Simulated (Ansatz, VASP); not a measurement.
One calculation of Bi, two programs

```
Bi
1.0
     3.60814    0.00000    0.00000
    -1.80407    3.12474    0.00000
     0.00000    0.00000   12.20568
Bi
4
Direct
  0.00000 0.00000 0.00000
  0.00000 0.00000 0.50000
  0.33333 0.66667 0.25000
  0.66667 0.33333 0.75000
```

Alike in both runs: task single point; functional BLYP; k mesh 11 × 11 × 3; occupations fermi-dirac, width 0.1 eV; no spin polarisation.

```csv
,VASP,Ansatz
version,VASP 6.6.1,Ansatz 0.2.0
potentials or method,"VASP PAW PBE potentials, release 64 (Bi_d), cutoff 500 eV","plane waves (420 eV) with PAW, scalar-relativistic"
valence electrons in the cell,60,60
```

```tsv
	VASP	Ansatz	Ansatz less VASP
pressure (GPa)	0.1	0.0	-0.08
traceless stress, the component that is largest in VASP (GPa)	0.10	0.11	+0.014
```

VASP's potentials were made for PBE, not for BLYP. The functional is the same, so the differences come from potentials, cutoffs and numerics.

Neither program's run includes spin-orbit coupling.
